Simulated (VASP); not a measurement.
**Te2Mo: single point with PBE**

The system is Te2Mo, a slab with vacuum.

```
CELL_PARAMETERS angstrom
3.53688 0.00000 0.00000
-1.76844 3.06303 0.00000
0.00000 0.00000 17.93482
ATOMIC_POSITIONS crystal
Te 0.33333 0.66667 0.89087
Te 0.33333 0.66667 0.10913
Mo 0.00000 0.00000 0.00000
```

This cell differs from its parent crystal: strained.

* Program: VASP 6.6.1
* Task: single point
* Functional: PBE
* Potentials or basis: VASP PAW PBE potentials, release 64 (Te, Mo_sv)
* Cutoff: 520 eV
* k mesh: 9 × 9 × 2
* Occupations: gaussian, width 0.02 eV
* Spin: no spin polarisation

* Largest force: 1.548 eV/Å
* Band gap on the k mesh: 0.96 eV (least direct gap 1.22 eV)

Forces on the atoms (eV/Å):
```
Te   0.000  0.000  1.548
Te   0.000  0.000 -1.548
Mo   0.000  0.000  0.000
```

Levels at points of the mesh, in eV from the valence-band top:
| k point | band 10 | band 11 | band 12 | band 13 | band 14 | band 15 | band 16 | band 17 |
| --- | --- | --- | --- | --- | --- | --- | --- | --- |
| (0.00, 0.00, 0.00) | -1.21 | -0.80 | -0.57 | -0.57 | 2.90 | 2.90 | 3.03 | 3.03 |
| (0.00, 0.00, 0.50) | -1.21 | -0.80 | -0.57 | -0.57 | 2.90 | 2.90 | 3.03 | 3.03 |

It took 77 s on 1 thread of Intel(R) Xeon(R) 6975P-C (Granite Rapids), with other jobs on the host, peak memory 0.35 GiB.

Caveat: the cell differs from its parent crystal (strained); there is no dipole correction, which matters where the two faces differ; spin-orbit coupling is left out, which moves the levels of the heavy elements.
